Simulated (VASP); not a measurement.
Set up this calculation in VASP 6.6.1, as the native input.

```yaml
Task: single point
Functional: r2SCAN
Potentials_or_basis: VASP PAW PBE potentials, release 64 (Si, C)
Cutoff: 520 eV
k_mesh: 8 × 8 × 3
Occupations: gaussian, width 0.05 eV
Spin: no spin polarisation
Dipole_correction: no
Further_INCAR_settings: ALGO = Normal; EDIFF = 1e-07; NBANDS = 26
```

The system is SiC.

```xyz
8
Lattice="-3.0760 0.0000 0.0000 -1.5380 -2.6639 0.0000 0.0000 0.0000 11.0960" Properties=species:S:1:pos:R:3 pbc="T T T"
Si   -1.5380   -0.8880    6.6003
Si   -1.5380   -0.8880    1.5523
Si   -3.0760   -1.7759    9.1243
Si   -3.0760   -1.7759    4.0763
C    -1.5380   -0.8880    8.5437
C    -1.5380   -0.8880    3.4957
C    -3.0760   -1.7759    0.9717
C    -3.0760   -1.7759    6.0197
```

The input as run:

POSCAR

```
SiC
1.0
   -3.0759982064      0.0000000000      0.0000000000
   -1.5379991032     -2.6638925888      0.0000000000
    0.0000000000      0.0000000000     11.0960000000
Si C
4 4
Direct
    0.3333333333      0.3333333333      0.5948323720
    0.3333333333      0.3333333333      0.1398936554
    0.6666666667      0.6666666667      0.8223017304
    0.6666666667      0.6666666667      0.3673630137
    0.3333333333      0.3333333333      0.7699837779
    0.3333333333      0.3333333333      0.3150450613
    0.6666666667      0.6666666667      0.0875757030
    0.6666666667      0.6666666667      0.5425144196
```

INCAR.step1

```
PREC = Accurate
ENCUT = 520
ISMEAR = 0
SIGMA = 0.05
LREAL = False
LASPH = True
NELM = 80
NBANDS = 26
GGA = PE
ALGO = Normal
EDIFF = 1E-4
LWAVE = True
LCHARG = False
```

INCAR.step2

```
PREC = Accurate
ENCUT = 520
EDIFF = 1E-7
ISMEAR = 0
SIGMA = 0.05
LREAL = False
LASPH = True
NELM = 80
ALGO = Normal
ISIF = 2
LWAVE = False
LCHARG = False
METAGGA = R2SCAN
LMIXTAU = True
NBANDS = 26
ISTART = 1
```

KPOINTS

```
regular mesh
0
Gamma
  8 8 3
```

Potentials or basis: VASP PAW PBE potentials, release 64 (Si, C).

Launch:

```sh
$ cat potpaw_PBE.64/Si/POTCAR potpaw_PBE.64/C/POTCAR > POTCAR
$ cp INCAR.step1 INCAR
$ mpirun -np 1 vasp_std > vasp.out
$ cp INCAR.step2 INCAR
$ mpirun -np 1 vasp_std > vasp.out
```

Results of the run:

```yaml
Pressure: -4.0 GPa
Largest_force: 1.902 eV/Å
Band_gap_on_the_k_mesh: 1.32 eV, indirect (least direct gap 2.18 eV)
```

Caveat: the PAW data sets were made with another functional, which shifts forces and pressure a little.

Run time: 110 s on 1 thread of Intel(R) Xeon(R) 6975P-C (Granite Rapids), on a shared host, peak memory 0.22 GiB.
